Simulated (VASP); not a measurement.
# SnSe2 (P-3m1) in VASP: notebook

SnSe2 is run at these levels: PBE; tasks: single point.

Program: VASP 6.6.1. These are calculated values, not measurements. Logs are shortened: lines on timing, memory, paths and dates and some standing lists are left out, and cuts for length are marked.

### 1 The cell of the first run

Symmetry: P-3m1, No. 164, trigonal system. The conventional cell has a = 3.811 Å, b = 3.811 Å, c = 5.952 Å, α = 90.00°, β = 90.00°, γ = 120.00°. Sn (site symmetry -3m) has 6 Se at 2.65 Å within 3.5 Å. Se (site symmetry 3m) has 3 Sn at 2.65 Å within 3.5 Å.

### 2 Single point, PBE

Input file INCAR:

```
PREC = Accurate
ENCUT = 520
EDIFF = 1E-6
ISMEAR = -1
SIGMA = 0.05
LREAL = False
LASPH = True
NELM = 100
ALGO = Normal
ISIF = 2
LWAVE = False
LCHARG = False
GGA = PE
NBANDS = 20
```

Input file KPOINTS:

```
regular mesh
0
Gamma
  6 6 4
```

Input file POSCAR:

```
SnSe2
1.0
    3.8110000000      0.0000000000      0.0000000000
   -1.9055000000      3.3004228100      0.0000000000
    0.0000000000      0.0000000000      5.9519200000
Sn Se
1 2
Direct
    0.0000000000      0.0000000000      0.0000000000
    0.3333333333      0.6666666667      0.2490000000
    0.6666666667      0.3333333333      0.7510000000
```

Potentials or basis: VASP PAW PBE potentials, release 64 (Sn_d, Se).

Command:

```bash
$ cat potpaw_PBE.64/Sn_d/POTCAR potpaw_PBE.64/Se/POTCAR > POTCAR
$ mpirun -np 1 vasp_std > vasp.out
```

OUTCAR:

```text
PREC = Accurate
   ENCUT = 520
   EDIFF = 1E-6
   ISMEAR = -1
   LREAL = False
   LASPH = True
   NELM = 100
   ISIF = 2
   GGA = PE

 ion  position               nearest neighbor table
   1  0.000  0.000  0.000-   2 2.65   3 2.65   3 2.65   2 2.65   3 2.65   2 2.65
   2  0.333  0.667  0.249-   1 2.65   1 2.65   1 2.65
   3  0.667  0.333  0.751-   1 2.65   1 2.65   1 2.65

  LATTYP: Found a hexagonal cell.
 ALAT       =     3.8110000000
 C/A-ratio  =     1.5617738126

  Lattice vectors:

 A1 = (   3.8110000000,   0.0000000000,   0.0000000000)
 A2 = (  -1.9055000000,   3.3004228100,   0.0000000000)
 A3 = (   0.0000000000,   0.0000000000,   5.9519200000)

Analysis of symmetry for initial positions (statically):
=====================================================================
 Subroutine PRICEL returns:
 Original cell was already a primitive cell.

 Routine SETGRP: Setting up the symmetry group for a
 hexagonal supercell.

 Subroutine GETGRP returns: Found 12 space group operations
 (whereof 12 operations were pure point group operations)
 out of a pool of 24 trial point group operations.

The static configuration has the point symmetry D_3d.

Analysis of symmetry for dynamics (positions and initial velocities):
=====================================================================
 Subroutine PRICEL returns:
 Original cell was already a primitive cell.

 Routine SETGRP: Setting up the symmetry group for a
 hexagonal supercell.

 Subroutine GETGRP returns: Found 12 space group operations
 (whereof 12 operations were pure point group operations)
 out of a pool of 24 trial point group operations.

The dynamic configuration has the point symmetry D_3d.

 Subroutine INISYM returns: Found 12 space group operations
 (whereof 12 operations are pure point group operations),
 and found     1 'primitive' translations

----------------------------------------------------------------------------------------

                                     Primitive cell

  volume of cell :      74.8627

  direct lattice vectors                    reciprocal lattice vectors
     3.811000000  0.000000000  0.000000000     0.262398321  0.151495741  0.000000000
    -1.905500000  3.300422810  0.000000000     0.000000000  0.302991482  0.000000000
     0.000000000  0.000000000  5.951920000     0.000000000  0.000000000  0.168013011

  length of vectors
     3.811000000  3.810999997  5.951920000     0.302991482  0.302991482  0.168013011

  position of ions in fractional coordinates (direct lattice)
     0.000000000  0.000000000  0.000000000
     0.333333333  0.666666667  0.249000000
     0.666666667  0.333333333  0.751000000

  ion indices of the primitive-cell ions
   primitive index   ion index
                 1           1
                 2           2
                 3           3

----------------------------------------------------------------------------------------

 KPOINTS: regular mesh

Automatic generation of k-mesh.
 Grid dimensions read from file:
 generate k-points for:    6    6    4

 Generating k-lattice:

  Cartesian coordinates                     Fractional coordinates (reciprocal lattice)
     0.043733053  0.025249290  0.000000000     0.166666667  0.000000000  0.000000000
     0.000000000  0.050498580  0.000000000     0.000000000  0.166666667  0.000000000
     0.000000000  0.000000000  0.042003253     0.000000000  0.000000000  0.250000000

  Length of vectors
     0.050498580  0.050498580  0.042003253

  Shift w.r.t. Gamma in fractional coordinates (k-lattice)
     0.000000000  0.000000000  0.000000000

 Subroutine IBZKPT returns following result:
 ===========================================

 Found     24 irreducible k-points:

 Following reciprocal coordinates:
            Coordinates               Weight
  0.000000  0.000000  0.000000      1.000000
  0.166667 -0.000000  0.000000      6.000000
  0.333333  0.000000  0.000000      6.000000
  0.500000 -0.000000  0.000000      3.000000
  0.166667  0.166667  0.000000      6.000000
  0.333333  0.166667  0.000000     12.000000
[... 16 lines left out ...]
  0.333333  0.166667  0.500000     12.000000
  0.333333  0.333333  0.500000      2.000000
   k-points           NKPTS =     24   k-points in BZ     NKDIM =     24   number of bands    NBANDS=     20
   number of dos      NEDOS =    301   number of ions     NIONS =      3
   total plane-waves  NPLWV =  37632
   dimension x,y,z NGX =    28 NGY =   28 NGZ =   48
   dimension x,y,z NGXF=    56 NGYF=   56 NGZF=   96
   ions per type =               1   2
   NGX,Y,Z   is equivalent  to a cutoff of  12.21, 12.21, 13.41 a.u.
   NGXF,Y,Z  is equivalent  to a cutoff of  24.43, 24.43, 26.81 a.u.
 SYSTEM =  unknown system
   PREC   = accura    normal or accurate (medium, high low for compatibility)
   ISTART =      0    job   : 0-new  1-cont  2-samecut
   ICHARG =      2    charge: 1-file 2-atom 10-const
   ISPIN  =      1    spin polarized calculation?
   LNONCOLLINEAR =      F non collinear calculations
   LSORBIT =      F    spin-orbit coupling
   LASPH  =      T    aspherical Exc in radial PAW
   ENCUT  =  520.0 eV  38.22 Ry    6.18 a.u.   7.09  7.09 11.07*2*pi/ulx,y,z
   NELM   =    100;   NELMIN=  2; NELMDL= -5     # of ELM steps
   EDIFF  = 0.1E-05   stopping-criterion for ELM
   LREAL  =      F    real-space projection
   EDIFFG = 0.1E-04   stopping-criterion for IOM
   NSW    =      0    number of steps for IOM
   IBRION =     -1    ionic relax: 0-MD 1-quasi-New 2-CG
   NFREE  =      0    steps in history (QN), initial steepest desc. (CG)
   ISIF   =      2    stress and relaxation
   ISYM   =      2    0-nonsym 1-usesym 2-fastsym
   POTIM  = 0.5000    time-step for ionic-motion
   TEBEG  =    0.0;   TEEND  =   0.0 temperature during run
   PSTRESS=    0.0 pullay stress
   NELECT =      26.0000    total number of electrons
   NUPDOWN=      -1.0000    fix difference up-down
   EMIN   =  10.00;   EMAX   =-10.00  energy-range for DOS
   EFERMI =   0.00;   METHOD = LEGACY
   ISMEAR =    -1;   SIGMA  =   0.05  broadening in eV -4-tet -1-fermi 0-gaus
   EFERMI_NEDOS =   21; number of points for ismear=-14 and -15
   IALGO  =     38    algorithm
   IMIX   =      4    mixing-type and parameters
     AMIX     =   0.40;   BMIX     =  1.00
     AMIX_MAG =   1.60;   BMIX_MAG =  1.00
  volume/ion in A,a.u.               =      24.95       168.40
  Fermi-wavevector in a.u.,A,eV,Ry     =   1.150741  2.174584 18.016886  1.324204
  Thomas-Fermi vector in A             =   2.287403
   LORBIT       =      0    0 simple, 1 ext, 2 COOP (PROOUT), +10 PAW based schemes
   GGA     = PE    functional components
[... 5 lines left out ...]
 non-spin polarized calculation
  energy-cutoff  :      520.00
  volume of cell :       74.86
 maximum number of plane-waves:      2061
   NGX = 15   NGY = 15   NGZ = 23

 number of electron      26.0000000 magnetization

 Free energy of the ion-electron system (eV)
  ---------------------------------------------------
  ext. energy  EPLUGINS =         0.00000000
  ---------------------------------------------------
  free energy    TOTEN  =       -11.61673746 eV

  energy without entropy =      -11.61667698  energy(sigma->0) =      -11.61670722

 E-fermi :   5.0145     XC(G=0):  -9.5968

 val. band max:        4.7239362113   @ k =   0.0000   0.0000   0.0000
 cond. band min:       5.3657045369   @ k =   0.5000  -0.0000   0.2500
 fundamental gap:      0.6417683256
 Fermi energy:         5.0144625330

 k-point     1 :       0.0000    0.0000    0.0000
  band No.  band energies     occupation
      1     -16.8102      2.00000
      2     -16.8102      2.00000
      3     -16.7709      2.00000
      4     -16.7512      2.00000
      5     -16.7512      2.00000
      6      -9.7023      2.00000
[... 12 lines left out ...]
     19      13.4049      0.00000
     20      13.4049      0.00000

 k-point     2 :       0.1667   -0.0000    0.0000
  band No.  band energies     occupation
      1     -16.8264      2.00000
      2     -16.8026      2.00000
      3     -16.7640      2.00000
      4     -16.7547      2.00000
      5     -16.7474      2.00000
      6      -9.4205      2.00000
[... 12 lines left out ...]
     19      12.7562      0.00000
     20      13.6139      0.00000

 k-point     3 :       0.3333    0.0000    0.0000
  band No.  band energies     occupation
      1     -16.8611      2.00000
      2     -16.7942      2.00000
      3     -16.7693      2.00000
      4     -16.7399      2.00000
      5     -16.7326      2.00000
      6      -8.6574      2.00000
[... 12 lines left out ...]
     19      13.3196      0.00000
     20      14.5627      0.00000

 k-point     4 :       0.5000   -0.0000    0.0000
  band No.  band energies     occupation
      1     -16.8789      2.00000
      2     -16.7930      2.00000
      3     -16.7739      2.00000
      4     -16.7303      2.00000
      5     -16.7221      2.00000
      6      -7.9730      2.00000
[... 12 lines left out ...]
     19      14.6976      0.00000
     20      15.3812      0.00000

 k-point     5 :       0.1667    0.1667    0.0000
  band No.  band energies     occupation
      1     -16.8452      2.00000
      2     -16.8023      2.00000
      3     -16.7597      2.00000
      4     -16.7549      2.00000
      5     -16.7347      2.00000
      6      -8.8916      2.00000
[... 12 lines left out ...]
     19      11.4464      0.00000
     20      14.9131      0.00000
[... 353 lines left out ...]
      6      -7.8609      2.00000
[... 12 lines left out ...]
     19      14.6076      0.00000
     20      15.5539      0.00000

 k-point    22 :       0.1667    0.1667    0.5000
  band No.  band energies     occupation
      1     -16.8454      2.00000
      2     -16.8024      2.00000
      3     -16.7598      2.00000
      4     -16.7548      2.00000
      5     -16.7346      2.00000
      6      -8.7136      2.00000
[... 12 lines left out ...]
     19      12.5799      0.00000
     20      13.7300      0.00000

 k-point    23 :       0.3333    0.1667    0.5000
  band No.  band energies     occupation
      1     -16.8628      2.00000
      2     -16.8066      2.00000
      3     -16.7642      2.00000
      4     -16.7389      2.00000
      5     -16.7267      2.00000
      6      -7.9317      2.00000
[... 12 lines left out ...]
     19      13.0077      0.00000
     20      14.1144      0.00000

 k-point    24 :       0.3333    0.3333    0.5000
  band No.  band energies     occupation
      1     -16.8374      2.00000
      2     -16.8374      2.00000
      3     -16.7452      2.00000
      4     -16.7452      2.00000
      5     -16.7354      2.00000
      6      -7.4421      2.00000
[... 12 lines left out ...]
     19      13.4343      0.00000
     20      13.4887      0.00000

------------------------ aborting loop because EDIFF is reached ----------------------------------------

  FORCE on cell =-STRESS in cart. coord.  units (eV):
  Direction    XX          YY          ZZ          XY          YZ          ZX
  --------------------------------------------------------------------------------------
  -------------------------------------------------------------------------------------
  Total        3.4122448      3.4122448      4.7194324      0.0000000      0.0000000      0.0000000
  in kB       73.0272841     73.0272839    101.0031071      0.0000000      0.0000000      0.0000000
  external PRESSURE =      82.3525584 kB  Pullay stress =       0.0000000 kB

 VOLUME and BASIS-vectors are now :
 -----------------------------------------------------------------------------
  energy-cutoff  :      520.00
  volume of cell :       74.86
      direct lattice vectors                 reciprocal lattice vectors
     3.811000000  0.000000000  0.000000000     0.262398321  0.151495741  0.000000000
    -1.905500000  3.300422810  0.000000000     0.000000000  0.302991482  0.000000000
     0.000000000  0.000000000  5.951920000     0.000000000  0.000000000  0.168013011

 POSITION                                       TOTAL-FORCE (eV/Angst)
 -----------------------------------------------------------------------------------
      0.00000      0.00000      0.00000        -0.000000      0.000000      0.000000
     -0.00000      2.20028      1.48203        -0.000000      0.000000      1.259652
      1.90550      1.10014      4.46989         0.000000     -0.000000     -1.259652
 -----------------------------------------------------------------------------------
    total drift:                                0.000000      0.000000     -0.000000

  FREE ENERGIE OF THE ION-ELECTRON SYSTEM (eV)
  ---------------------------------------------------
  free  energy   TOTEN  =       -11.6167374589 eV

  energy  without entropy=      -11.6166769778  energy(sigma->0) =      -11.61670722
```

Wall time 27 s (1 thread of Intel Xeon Platinum 8259CL at 2.50GHz (Skylake/Cascade Lake), shared host); peak memory 0.2 GiB.

Results:

```yaml
Free_energy: -11.6167 eV
Pressure: 8.2 GPa
Largest_force: 1.260 eV/Å
Band_gap_on_the_k_mesh: 0.64 eV, indirect (least direct gap 0.87 eV)
```

Forces in eV/Å, atoms in the order of the input:
```
Sn   0.000  0.000  0.000
Se   0.000  0.000  1.260
Se   0.000  0.000 -1.260
```

Levels at points of the mesh, in eV from the valence-band top:
```tsv
k point	band 10	band 11	band 12	band 13	band 14	band 15	band 16	band 17
(0.00, 0.00, 0.00)	-1.07	-0.75	-0.75	0.00	0.87	2.57	4.39	4.39
(0.50, 0.00, 0.00)	-3.18	-3.13	-1.42	-0.54	0.95	3.59	5.27	5.34
(0.00, 0.00, 0.50)	-1.17	-1.17	-0.57	-0.57	2.22	2.60	4.06	4.06
(0.50, 0.00, 0.50)	-2.94	-2.14	-1.10	-1.00	0.82	4.09	4.79	5.75
```

Caveat: spin-orbit coupling is left out, which moves the levels of the heavy elements; this functional lacks dispersion, which binds the layers, so the pressure and a relaxed spacing across them are unreliable; forces of over 1 eV/Å act on the atoms, so gaps and moduli don't describe the material at rest. A k mesh can miss the band edges.

(Part 1 of 2 ends here.)
